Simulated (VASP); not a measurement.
Slab: WS2, a slab with vacuum.

```
W S
1.0
     3.16971    0.00000    0.00000
    -1.58486    2.74505    0.00000
     0.00000    0.00000   16.92633
W S
1 2
Direct
  0.33333 0.66667 0.00000
  0.66667 0.33333 0.90768
  0.66667 0.33333 0.09232
```

Base run:

| Property | Result |
| --- | --- |
| Program | VASP 6.6.1 |
| Functional | r2SCAN |
| Potentials or basis | VASP PAW PBE potentials, release 64 (W_sv, S) |
| Cutoff | 520 eV |
| k mesh | 12 × 12 × 2 |
| Occupations | gaussian, width 0.01 eV |
| Spin | no spin polarisation |

Its results: band gap on the k mesh 1.98 eV, direct; largest force 0.031 eV/Å.

Question: The run is repeated on the same cell with these changes: functional from r2SCAN to PBE; further incar settings from ALGO = Normal; EDIFF = 1e-07; NBANDS = 20 to ALGO = Normal; EDIFF = 1e-06; NBANDS = 20. What comes out?

Answer: Band gap on the k mesh 1.85 eV, direct; largest force 0.301 eV/Å.

Caveats: spin-orbit coupling is left out, which moves the levels of the heavy elements; the PAW data sets were made with another functional, which shifts forces and pressure a little (some runs).

A k mesh can miss the band edges.
